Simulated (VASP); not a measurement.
# Mo (C2/m) in VASP: single point with PBE

Aim: the single point of Mo with PBE.

Program: VASP 6.6.1. These are calculated values, not measurements. Logs are shortened: lines on timing, memory, paths and dates and some standing lists are left out, and cuts for length are marked.

## 1. The cell of the first run

The typed cell holds 4 atoms: a = 3.097 Å, b = 9.291 Å, c = 2.704 Å, α = 90.00°, β = 125.07°, γ = 90.00°.

## 2. Single point, PBE

Input file INCAR:

```
SYSTEM = Mo
  PREC = Accurate
  ENCUT = 520
  EDIFF = 1E-7
  ISMEAR = 0
  SIGMA = 0.1
  LREAL = .FALSE.
  LASPH = .TRUE.
  NELM = 60
  ALGO = Fast
  ISIF = 2
  LWAVE = .FALSE.
  LCHARG = .FALSE.
  GGA = PE
  NBANDS = 36
```

Input file KPOINTS:

```
regular mesh
0
G
  11 4 15
  0 0 0
```

Input file POSCAR:

```
Mo
1.0
    3.0969336346      0.0000000000     -0.0034055437
    0.0000000000      9.2908065212      0.0000000000
   -1.5508974493      0.0000000000      2.2145483784
Mo
4
Direct
    0.0000000000      0.5000000000      0.0000000000
    0.5000000000      0.7500000000      0.0000000000
    0.0000000000      0.0000000000      0.0000000000
    0.5000000000      0.2500000000      0.0000000000
```

Potentials or basis: VASP PAW PBE potentials, release 64 (Mo_sv).

On the command line:

```console
$ cat potpaw_PBE.64/Mo_sv/POTCAR > POTCAR
$ mpirun -np 1 vasp_std > vasp.out
```

OUTCAR:

```text
SYSTEM = Mo
   PREC = Accurate
   ENCUT = 520
   EDIFF = 1E-7
   ISMEAR = 0
   LREAL = .FALSE.
   LASPH = .TRUE.
   NELM = 60
   ISIF = 2
   GGA = PE

 ion  position               nearest neighbor table
   1  0.000  0.500  0.000-   2 2.79   4 2.79   2 2.79   4 2.79   2 3.21   4 3.21   2 3.21   4 3.21

   2  0.500  0.750  0.000-   1 2.79   3 2.79   1 2.79   3 2.79   1 3.21   3 3.21   1 3.21   3 3.21

   3  0.000  0.000  0.000-   2 2.79   4 2.79   2 2.79   4 2.79   2 3.21   4 3.21   2 3.21   4 3.21

   4  0.500  0.250  0.000-   1 2.79   3 2.79   1 2.79   3 2.79   1 3.21   3 3.21   1 3.21   3 3.21

  LATTYP: Found a simple monoclinic cell.
 ALAT       =     2.6980327132
 B/A-ratio  =     3.4435485069
 C/A-ratio  =     1.0020671944
 COS(beta)  =    -0.3425819077

  Lattice vectors:

 A1 = (   1.5460361853,   0.0000000000,   2.2111428347)
 A2 = (   0.0000000000,  -9.2908065212,   0.0000000000)
 A3 = (   1.5508974493,   0.0000000000,  -2.2145483784)

Analysis of symmetry for initial positions (statically):
=====================================================================
 Subroutine PRICEL returns following result:

  LATTYP: Found a base centered monoclinic cell.
 ALAT       =     3.0969355071
 B/A-ratio  =     1.5000000000
 C/A-ratio  =     0.8711943491
 COS(beta)  =    -0.5721219616

  Lattice vectors:

 A1 = (  -1.5484668173,   2.3227016303,   0.0017027718)
 A2 = (  -1.5484668173,  -2.3227016303,   0.0017027718)
 A3 = (   1.5460361853,   0.0000000000,   2.2111428347)

   4 primitive cells build up your supercell.

 Routine SETGRP: Setting up the symmetry group for a
 simple monoclinic supercell.

 Subroutine GETGRP returns: Found  4 space group operations
 (whereof  4 operations were pure point group operations)
 out of a pool of  4 trial point group operations.

The static configuration has the point symmetry C_2h.

Analysis of symmetry for dynamics (positions and initial velocities):
=====================================================================
 Subroutine PRICEL returns following result:

  LATTYP: Found a base centered monoclinic cell.
 ALAT       =     3.0969355071
 B/A-ratio  =     1.5000000000
 C/A-ratio  =     0.8711943491
 COS(beta)  =    -0.5721219616

  Lattice vectors:

 A1 = (  -1.5484668173,   2.3227016303,   0.0017027718)
[... 100 lines left out ...]
 SYSTEM =  Mo
   PREC   = accura    normal or accurate (medium, high low for compatibility)
   ISTART =      0    job   : 0-new  1-cont  2-samecut
   ICHARG =      2    charge: 1-file 2-atom 10-const
   ISPIN  =      1    spin polarized calculation?
   LNONCOLLINEAR =      F non collinear calculations
   LSORBIT =      F    spin-orbit coupling
   LASPH  =      T    aspherical Exc in radial PAW
   ENCUT  =  520.0 eV  38.22 Ry    6.18 a.u.   5.76 17.27  5.03*2*pi/ulx,y,z
   NELM   =     60;   NELMIN=  2; NELMDL= -5     # of ELM steps
   EDIFF  = 0.1E-06   stopping-criterion for ELM
   LREAL  =      F    real-space projection
   EDIFFG = 0.1E-05   stopping-criterion for IOM
   NSW    =      0    number of steps for IOM
   IBRION =     -1    ionic relax: 0-MD 1-quasi-New 2-CG
   NFREE  =      0    steps in history (QN), initial steepest desc. (CG)
   ISIF   =      2    stress and relaxation
   ISYM   =      2    0-nonsym 1-usesym 2-fastsym
   POTIM  = 0.5000    time-step for ionic-motion
   TEBEG  =    0.0;   TEEND  =   0.0 temperature during run
   PSTRESS=    0.0 pullay stress
   NELECT =      56.0000    total number of electrons
   NUPDOWN=      -1.0000    fix difference up-down
   EMIN   =  10.00;   EMAX   =-10.00  energy-range for DOS
   EFERMI =   0.00;   METHOD = LEGACY
   ISMEAR =     0;   SIGMA  =   0.10  broadening in eV -4-tet -1-fermi 0-gaus
   EFERMI_NEDOS =   21; number of points for ismear=-14 and -15
   IALGO  =     68    algorithm
   IMIX   =      4    mixing-type and parameters
     AMIX     =   0.40;   BMIX     =  1.00
     AMIX_MAG =   1.60;   BMIX_MAG =  1.00
  volume/ion in A,a.u.               =      15.92       107.42
  Fermi-wavevector in a.u.,A,eV,Ry     =   1.568528  2.964088 33.474132  2.460279
  Thomas-Fermi vector in A             =   2.670546
   LORBIT       =      0    0 simple, 1 ext, 2 COOP (PROOUT), +10 PAW based schemes
   GGA     = PE    functional components
   LHFCALC =     F    Hartree Fock is set to
   AEXX    =    0.0000 exact exchange contribution
   IVDW    =     0    specifies the selected vdW correction
   LEPSILON=     F    determine dielectric tensor
   LRPA    =     F    only Hartree local field effects (RPA)
 non-spin polarized calculation
 RMM-DIIS sequential band-by-band and
 Gauss-broadening in eV      SIGMA  =   0.10
  energy-cutoff  :      520.00
  volume of cell :       63.67
 maximum number of plane-waves:      1744
   NGX = 11   NGY = 35   NGZ = 11

 number of electron      56.0000008 magnetization

 Free energy of the ion-electron system (eV)
  ---------------------------------------------------
  ext. energy  EPLUGINS =         0.00000000
  ---------------------------------------------------
  free energy    TOTEN  =       -43.64042415 eV

  energy without entropy =      -43.62702851  energy(sigma->0) =      -43.63372633

 E-fermi :  12.2741     XC(G=0): -13.2865

 val. band max:       12.2658963367   @ k =  -0.0909   0.0000   0.3333
 cond. band min:      12.2778133292   @ k =   0.1818   0.5000   0.3333
 fundamental gap:      0.0119169925
 Fermi energy:        12.2740511128

 k-point     1 :       0.0000    0.0000    0.0000
  band No.  band energies     occupation
      1     -48.9774      2.00000
      2     -48.8765      2.00000
      3     -48.8765      2.00000
      4     -48.7737      2.00000
      5     -23.5590      2.00000
      6     -22.9775      2.00000
[... 925 lines left out ...]
     35      15.3455      0.00000
     36      15.3455      0.00000

 [... further k-points ...]
[... 5 lines left out ...]
  --------------------------------------------------------------------------------------
  -------------------------------------------------------------------------------------
  Total        2.5836083     -4.0063194      0.1973689      0.0000000      0.0000000     -0.0126151
  in kB       65.0131702   -100.8138622      4.9665349      0.0000000      0.0000000     -0.3174430
  external PRESSURE =     -10.2780524 kB  Pullay stress =       0.0000000 kB

 VOLUME and BASIS-vectors are now :
 -----------------------------------------------------------------------------
  energy-cutoff  :      520.00
  volume of cell :       63.67
      direct lattice vectors                 reciprocal lattice vectors
     3.096933635  0.000000000 -0.003405544     0.323148902  0.000000000  0.226308358
     0.000000000  9.290806521  0.000000000     0.000000000  0.107633282  0.000000000
    -1.550897449  0.000000000  2.214548378     0.000496940  0.000000000  0.451907356

 POSITION                                       TOTAL-FORCE (eV/Angst)
 -----------------------------------------------------------------------------------
      0.00000      4.64540      0.00000         0.000000     -0.000000     -0.000000
      1.54847      6.96810     -0.00170        -0.000000     -0.000000     -0.000000
      0.00000      0.00000      0.00000        -0.000000      0.000000     -0.000000
      1.54847      2.32270     -0.00170         0.000000      0.000000      0.000000
 -----------------------------------------------------------------------------------
    total drift:                                0.000000     -0.000000     -0.000000

  FREE ENERGIE OF THE ION-ELECTRON SYSTEM (eV)
  ---------------------------------------------------
  free  energy   TOTEN  =       -43.6404241503 eV

  energy  without entropy=      -43.6270285090  energy(sigma->0) =      -43.63372633
```

It took 7.8 min on 1 thread of Intel Xeon Platinum 8259CL at 2.50GHz (Skylake/Cascade Lake), shared host; peak memory 0.48 GiB.

What came out:

```yaml
Free_energy: -43.6404 eV
Pressure: -1.0 GPa
Band_gap_on_the_k_mesh: zero (bands 28 and 29 overlap by 2.28 eV)
```

Stress tensor (GPa, compression positive):
```
  6.50   0.00  -0.03
  0.00 -10.08   0.00
 -0.03   0.00   0.50
```

Levels at points of the mesh, in eV from the Fermi level:
| k point | band 26 | band 27 | band 28 | band 29 | band 30 | band 31 |
| --- | --- | --- | --- | --- | --- | --- |
| (0.00, 0.00, 0.00) | -1.62 | -1.53 | -0.78 | 1.03 | 1.18 | 1.18 |
| (0.00, 0.50, 0.00) | -1.75 | -0.38 | -0.38 | -0.22 | -0.22 | 1.22 |

Caveat: the stress differs along the axes, from -10 to 7 GPa.
